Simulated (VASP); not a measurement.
# Mg2Sn (Fm-3m) in VASP: notebook

Mg2Sn is run at these levels: LDA; tasks: relaxation of cell and atoms, single point.

Everything below comes from runs of VASP 6.6.1. Logs are shortened: lines on timing, memory, paths and dates and some standing lists are left out, and cuts for length are marked.

## 1. The cell of the first run

It takes space group Fm-3m (No. 225, cubic). The conventional cell has a = 6.665 Å, b = 6.665 Å, c = 6.665 Å, α = 90.00°, β = 90.00°, γ = 90.00°. Mg (site symmetry -43m) has 4 Sn at 2.89 Å and 6 Mg at 3.33 Å within 3.8 Å. Within 3.8 Å of Sn (site symmetry m-3m) lie 8 Mg at 2.89 Å.

## 2. Relaxation of cell and atoms, LDA, target pressure 10 GPa, at which the enthalpy is minimised

The input, INCAR:

```
SYSTEM = Mg2Sn
PREC     = Accurate       ! precision mode
ENCUT    = 600            ! plane-wave cutoff, eV
EDIFF    = 1E-7           ! SCF threshold, eV
ISMEAR   = -1             ! smearing method
SIGMA    = 0.1            ! smearing width, eV
LREAL    = .FALSE.        ! projectors in reciprocal space
LASPH    = .TRUE.         ! aspherical terms in the spheres
NELM     = 120            ! most SCF steps
ALGO     = Normal         ! electronic algorithm
ISIF     = 3              ! what is computed and relaxed
LWAVE    = .FALSE.        ! write WAVECAR
LCHARG   = .FALSE.        ! write CHGCAR
GGA      = CA             ! functional
IBRION   = 2              ! ionic algorithm
NSW      = 100            ! ionic steps
EDIFFG   = -0.002         ! ionic threshold
PSTRESS  = 100.0        
GGA_COMPAT= .FALSE.      
NELMIN   = 4
```

The input, KPOINTS:

```
regular mesh
0
G
  12 12 12
  0 0 0
```

The input, POSCAR:

```
Mg2Sn
1.0
    0.0000000000      3.3323612206      3.3323612206
    3.3323612206      0.0000000000      3.3323612206
    3.3323612206      3.3323612206      0.0000000000
Mg Sn
2 1
Direct
    0.2500000000      0.2500000000      0.2500000000
    0.7500000000      0.7500000000      0.7500000000
    0.0000000000      0.0000000000      0.0000000000
```

Potentials or basis: VASP PAW LDA potentials, release 64 (Mg, Sn_d).

The run is started by

```console
cat potpaw_LDA.64/Mg/POTCAR potpaw_LDA.64/Sn_d/POTCAR > POTCAR
mpirun -np 1 vasp_std > vasp.out
```

OUTCAR:

```text
SYSTEM = Mg2Sn
   PREC = Accurate
   ENCUT = 600
   EDIFF = 1E-7
   ISMEAR = -1
   LREAL = .FALSE.
   LASPH = .TRUE.
   NELM = 120
   ISIF = 3
   GGA = CA
   IBRION = 2
   NSW = 100
   EDIFFG = -0.002
   PSTRESS = 100.0
   NELMIN = 4

 ion  position               nearest neighbor table
   1  0.250  0.250  0.250-   3 2.89   3 2.89   3 2.89   3 2.89   2 3.33   2 3.33   2 3.33   2 3.33
                             2 3.33   2 3.33
   2  0.750  0.750  0.750-   3 2.89   3 2.89   3 2.89   3 2.89   1 3.33   1 3.33   1 3.33   1 3.33
                             1 3.33   1 3.33
   3  0.000  0.000  0.000-   2 2.89   2 2.89   2 2.89   1 2.89   2 2.89   1 2.89   1 2.89   1 2.89

  LATTYP: Found a face centered cubic cell.
 ALAT       =     6.6647224412

  Lattice vectors:

 A1 = (   0.0000000000,   3.3323612206,   3.3323612206)
 A2 = (   3.3323612206,   0.0000000000,   3.3323612206)
 A3 = (   3.3323612206,   3.3323612206,   0.0000000000)

Analysis of symmetry for initial positions (statically):
=====================================================================
 Subroutine PRICEL returns:
 Original cell was already a primitive cell.

 Routine SETGRP: Setting up the symmetry group for a
 face centered cubic supercell.

 Subroutine GETGRP returns: Found 48 space group operations
 (whereof 48 operations were pure point group operations)
 out of a pool of 48 trial point group operations.

The static configuration has the point symmetry O_h .

Analysis of symmetry for dynamics (positions and initial velocities):
=====================================================================
 Subroutine PRICEL returns:
 Original cell was already a primitive cell.

 Routine SETGRP: Setting up the symmetry group for a
 face centered cubic supercell.

 Subroutine GETGRP returns: Found 48 space group operations
 (whereof 48 operations were pure point group operations)
 out of a pool of 48 trial point group operations.

The dynamic configuration has the point symmetry O_h .

 Subroutine INISYM returns: Found 48 space group operations
 (whereof 48 operations are pure point group operations),
 and found     1 'primitive' translations

----------------------------------------------------------------------------------------

                                     Primitive cell

  volume of cell :      74.0093

  direct lattice vectors                    reciprocal lattice vectors
     0.000000000  3.332361221  3.332361221    -0.150043758  0.150043758  0.150043758
     3.332361221  0.000000000  3.332361221     0.150043758 -0.150043758  0.150043758
     3.332361221  3.332361221  0.000000000     0.150043758  0.150043758 -0.150043758

  length of vectors
     4.712670433  4.712670433  4.712670433     0.259883412  0.259883412  0.259883412

  position of ions in fractional coordinates (direct lattice)
     0.250000000  0.250000000  0.250000000
     0.750000000  0.750000000  0.750000000
     0.000000000  0.000000000  0.000000000

  ion indices of the primitive-cell ions
   primitive index   ion index
                 1           1
                 2           2
                 3           3

----------------------------------------------------------------------------------------

 KPOINTS: regular mesh

Automatic generation of k-mesh.
 Grid dimensions read from file:
 generate k-points for:   12   12   12

 Generating k-lattice:

  Cartesian coordinates                     Fractional coordinates (reciprocal lattice)
    -0.012503646  0.012503646  0.012503646     0.083333333  0.000000000  0.000000000
     0.012503646 -0.012503646  0.012503646     0.000000000  0.083333333  0.000000000
     0.012503646  0.012503646 -0.012503646     0.000000000  0.000000000  0.083333333

  Length of vectors
     0.021656951  0.021656951  0.021656951

  Shift w.r.t. Gamma in fractional coordinates (k-lattice)
     0.000000000  0.000000000  0.000000000

 Subroutine IBZKPT returns following result:
 ===========================================

 Found     72 irreducible k-points:

 Following reciprocal coordinates:
            Coordinates               Weight
  0.000000  0.000000  0.000000      1.000000
  0.083333  0.000000  0.000000      8.000000
  0.166667  0.000000  0.000000      8.000000
  0.250000  0.000000  0.000000      8.000000
  0.333333  0.000000  0.000000      8.000000
  0.416667  0.000000  0.000000      8.000000
[... 16 lines left out ...]
  0.500000  0.166667  0.000000     24.000000
 -0.416667  0.166667  0.000000     24.000000
 [... further k-points ...]
   k-points           NKPTS =     72   k-points in BZ     NKDIM =     72   number of bands    NBANDS=     13
   number of dos      NEDOS =    301   number of ions     NIONS =      3
   total plane-waves  NPLWV =  64000
   dimension x,y,z NGX =    40 NGY =   40 NGZ =   40
   dimension x,y,z NGXF=    80 NGYF=   80 NGZF=   80
   ions per type =               2   1
   NGX,Y,Z   is equivalent  to a cutoff of  14.11, 14.11, 14.11 a.u.
   NGXF,Y,Z  is equivalent  to a cutoff of  28.22, 28.22, 28.22 a.u.
 SYSTEM =  Mg2Sn
   PREC   = accura    normal or accurate (medium, high low for compatibility)
   ISTART =      0    job   : 0-new  1-cont  2-samecut
   ICHARG =      2    charge: 1-file 2-atom 10-const
   ISPIN  =      1    spin polarized calculation?
   LNONCOLLINEAR =      F non collinear calculations
   LSORBIT =      F    spin-orbit coupling
   LASPH  =      T    aspherical Exc in radial PAW
   ENCUT  =  600.0 eV  44.10 Ry    6.64 a.u.   9.41  9.41  9.41*2*pi/ulx,y,z
   NELM   =    120;   NELMIN=  4; NELMDL= -5     # of ELM steps
   EDIFF  = 0.1E-06   stopping-criterion for ELM
   LREAL  =      F    real-space projection
   EDIFFG = -.2E-02   stopping-criterion for IOM
   NSW    =    100    number of steps for IOM
   IBRION =      2    ionic relax: 0-MD 1-quasi-New 2-CG
   NFREE  =      1    steps in history (QN), initial steepest desc. (CG)
   ISIF   =      3    stress and relaxation
   ISYM   =      2    0-nonsym 1-usesym 2-fastsym
   POTIM  = 0.5000    time-step for ionic-motion
   TEBEG  =    0.0;   TEEND  =   0.0 temperature during run
   PSTRESS=  100.0 pullay stress
   NELECT =      18.0000    total number of electrons
   NUPDOWN=      -1.0000    fix difference up-down
   EMIN   =  10.00;   EMAX   =-10.00  energy-range for DOS
   EFERMI =   0.00;   METHOD = LEGACY
   ISMEAR =    -1;   SIGMA  =   0.10  broadening in eV -4-tet -1-fermi 0-gaus
   EFERMI_NEDOS =   21; number of points for ismear=-14 and -15
   IALGO  =     38    algorithm
   IMIX   =      4    mixing-type and parameters
     AMIX     =   0.40;   BMIX     =  1.00
     AMIX_MAG =   1.60;   BMIX_MAG =  1.00
  volume/ion in A,a.u.               =      24.67       166.48
  Fermi-wavevector in a.u.,A,eV,Ry     =   1.021889  1.931090 14.207972  1.044257
  Thomas-Fermi vector in A             =   2.155538
   LORBIT       =      0    0 simple, 1 ext, 2 COOP (PROOUT), +10 PAW based schemes
   GGA     = CA    functional components
   LHFCALC =     F    Hartree Fock is set to
   AEXX    =    0.0000 exact exchange contribution
   IVDW    =     0    specifies the selected vdW correction
   LEPSILON=     F    determine dielectric tensor
   LRPA    =     F    only Hartree local field effects (RPA)
 conjugate gradient relaxation of ions
 non-spin polarized calculation
  energy-cutoff  :      600.00
  volume of cell :       74.01
 maximum number of plane-waves:      2497
 NGX is ok and might be reduce to    40
   NGX = 19   NGY = 19   NGZ = 19

--------------------------------------- Ionic step        1  -------------------------------------------

 number of electron      17.9999999 magnetization

 Free energy of the ion-electron system (eV)
  ---------------------------------------------------
  ext. energy  EPLUGINS =         0.00000000
  ---------------------------------------------------
  free energy    TOTEN  =        -8.94270568 eV

  energy without entropy =       -8.93255650  energy(sigma->0) =       -8.93763109

 E-fermi :   4.3607     XC(G=0):  -9.1367

 val. band max:        4.3526113828   @ k =   0.4167   0.4167   0.0000
 cond. band min:       4.3790922456   @ k =   0.0000   0.0000   0.0000
 fundamental gap:      0.0264808628
 Fermi energy:         4.3606752945

 k-point     1 :       0.0000    0.0000    0.0000
  band No.  band energies     occupation
      1     -16.5424      2.00000
      2     -16.5424      2.00000
      3     -16.5424      2.00000
      4     -16.4979      2.00000
      5     -16.4979      2.00000
      6      -4.9513      2.00000
      7       4.3791      0.90817
      8       4.3791      0.90817
      9       4.3791      0.90817
     10       5.9305      0.00000
     11       6.6127      0.00000
     12       6.6127      0.00000
     13       6.6127      0.00000
[... 947 lines left out ...]
  FREE ENERGIE OF THE ION-ELECTRON SYSTEM (eV)
  ---------------------------------------------------
  free  energy   TOTEN  =        -8.6643696912 eV

  energy  without entropy=       -8.6559736463  energy(sigma->0) =       -8.66017167

  enthalpy is  TOTEN    =        -4.7160361089 eV   P V=        3.9483335822

--------------------------------------- Ionic step        6  -------------------------------------------

 number of electron      17.9999997 magnetization

 Free energy of the ion-electron system (eV)
  ---------------------------------------------------
  ext. energy  EPLUGINS =         0.00000000
  ---------------------------------------------------
  free energy    TOTEN  =        -8.65861749 eV

  energy without entropy =       -8.65022689  energy(sigma->0) =       -8.65442219

 E-fermi :   5.6411     XC(G=0):  -9.7561

 val. band max:        5.6339591711   @ k =   0.0000   0.0000   0.0000
 cond. band min:       5.7352747719   @ k =   0.5000   0.4167   0.0000
 fundamental gap:      0.1013156008
 Fermi energy:         5.6411449737

 k-point     1 :       0.0000    0.0000    0.0000
  band No.  band energies     occupation
      1     -15.4115      2.00000
      2     -15.4115      2.00000
      3     -15.4115      2.00000
      4     -15.3448      2.00000
      5     -15.3448      2.00000
      6      -4.5003      2.00000
      7       5.6340      1.03591
      8       5.6340      1.03591
      9       5.6340      1.03591
     10       8.1417      0.00000
     11       8.1417      0.00000
     12       8.1417      0.00000
     13       8.1515      0.00000
[... 390 lines left out ...]
 POSITION                                       TOTAL-FORCE (eV/Angst)
 -----------------------------------------------------------------------------------
      1.58048      1.58048      1.58048         0.000000      0.000000     -0.000000
      4.74144      4.74144      4.74144        -0.000000     -0.000000      0.000000
      3.16096      0.00000      3.16096        -0.000000      0.000000      0.000000
 -----------------------------------------------------------------------------------
    total drift:                               -0.000000      0.000000     -0.000000

  FREE ENERGIE OF THE ION-ELECTRON SYSTEM (eV)
  ---------------------------------------------------
  free  energy   TOTEN  =        -8.6586174854 eV

  energy  without entropy=       -8.6502268918  energy(sigma->0) =       -8.65442219

  enthalpy is  TOTEN    =        -4.7160729781 eV   P V=        3.9425445073

 reached required accuracy - stopping structural energy minimisation
```

Run time: 3.2 min. Hardware: 1 thread of Intel Xeon 6975P-C (Granite Rapids), shared host; peak memory 0.26 GiB.

Results:

```
Free energy                                                : -8.6586 eV
Relaxed volume                                             : 21.06 Å³/atom
Relaxed cell                                               : a = 4.470 Å, b = 4.470 Å, c = 4.470 Å, α = 60.00°, β = 60.00°, γ = 60.00°
Space group after relaxing (to 0.1 Å)                      : Fm-3m (No. 225)
Energy change on relaxing (the run minimises the enthalpy) : +94.7 meV/atom
Ionic steps                                                : 6
Pressure after relaxing                                    : 10.0 GPa
Band gap on the k mesh                                     : zero (bands 9 and 10 overlap by 0.06 eV)
```

The path:
| step | energy change (eV) | largest force (eV/Å) | pressure (GPa) | volume (Å³) |
| --- | --- | --- | --- | --- |
| 1 | 0.0000 | 0.0000 | -0.28 | 74.01 |
| 2 | 0.7009 | 0.0000 | 18.02 | 58.31 |
| 3 | 0.2821 | 0.0000 | 9.95 | 63.20 |
| 4 | 0.2950 | 0.0000 | 10.24 | 62.99 |
| 5 | 0.2783 | 0.0000 | 9.87 | 63.26 |
| 6 | 0.2841 | 0.0000 | 10.00 | 63.17 |

Final structure:
```xyz
3
Lattice="0.0000 3.1610 3.1610 3.1610 0.0000 3.1610 3.1610 3.1610 0.0000" Properties=species:S:1:pos:R:3 pbc="T T T"
Mg    1.5805    1.5805    1.5805
Mg    4.7414    4.7414    4.7414
Sn    3.1610    0.0000    3.1610
```

Levels at points of the mesh, in eV from the Fermi level:
```
           k point  band 7  band 8  band 9  band 10  band 11  band 12
(0.00, 0.00, 0.00)   -0.01   -0.01   -0.01     2.50     2.50     2.50
(0.50, 0.00, 0.00)   -5.55   -0.94   -0.94     1.43     2.39     2.39
(0.50, 0.50, 0.00)   -5.21   -2.45   -2.45    -0.07     0.17     7.86
```

Caveat: the cell is relaxed towards a set pressure, so the run minimises the enthalpy, not the energy; spin-orbit coupling is left out, which moves the levels of the heavy elements. Zero-point motion and thermal expansion aren't in these numbers.

(Part 1 of 4 ends here.)

The gap in the log of VASP goes by the Fermi energy; the results here count the filled bands.